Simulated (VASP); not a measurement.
Write the native input for VASP 6.6.1 that does the following.

```
Task                   : relaxation of cell and atoms
Functional             : PBE
Potentials or basis    : VASP PAW PBE potentials, release 64 (Si, O)
Cutoff                 : 600 eV
k mesh                 : 6 × 4 × 4
Occupations            : gaussian, width 0.1 eV
Spin                   : no spin polarisation
Dipole correction      : no
Further INCAR settings : ALGO = Normal; EDIFF = 1e-06; IBRION = 2; EDIFFG = -0.04; NSW = 90; ISIF = 3
```

The structure of Si4O lies in POSCAR:

```
Si4O
1.0
    2.6031800188      0.0000000000      0.0000000000
    0.0000000000      5.6402272983      0.0000000000
    0.0000000000      0.0000000000      6.2668840180
Si O
4 1
Direct
    0.5000000000      0.2748355490      0.0000000000
    0.5000000000      0.7251644510      0.0000000000
    0.0000000000      0.5000000000      0.7050341166
    0.0000000000      0.5000000000      0.2949658834
    0.0000000000      0.0000000000      0.0000000000
```

The cell was generated, and may not be a known phase.

The input as run:

INCAR

```
SYSTEM = Si4O
PREC = Accurate
ENCUT = 600
EDIFF = 1E-6
ISMEAR = 0
SIGMA = 0.1
LREAL = .FALSE.
LASPH = .TRUE.
NELM = 100
ALGO = Normal
ISIF = 3
LWAVE = .FALSE.
LCHARG = .FALSE.
GGA = PE
IBRION = 2
NSW = 90
EDIFFG = -0.04
```

KPOINTS

```
Automatic mesh
0
G
  6 4 4
  0 0 0
```

Potentials or basis: VASP PAW PBE potentials, release 64 (Si, O).

Command:

```sh
$ cat potpaw_PBE.64/Si/POTCAR potpaw_PBE.64/O/POTCAR > POTCAR
$ mpirun -np 1 vasp_std > vasp.out
```

It gave:

The relaxed volume is 18.49 Å³/atom. The relaxed cell is a = 2.567 Å, b = 5.826 Å, c = 6.182 Å, α = 90.00°, β = 90.00°, γ = 90.00°, the space group after relaxing (to 0.1 Å) is Pmmm (No. 47) and the energy gained by relaxing is 25.0 meV/atom. The ionic steps are 5, the pressure after relaxing is -0.2 GPa and the largest force after relaxing is 0.012 eV/Å. The band gap on the k mesh is zero (bands 11 and 12 overlap by 3.39 eV).

Caveat: the k points lie up to 0.41 Å⁻¹ apart in the final cell, too coarse for converged energies and pressures of a metal.

Wall time 2.4 min on 1 thread of Intel(R) Xeon(R) 6975P-C (Granite Rapids) (shared host), peak memory 0.24 GiB.
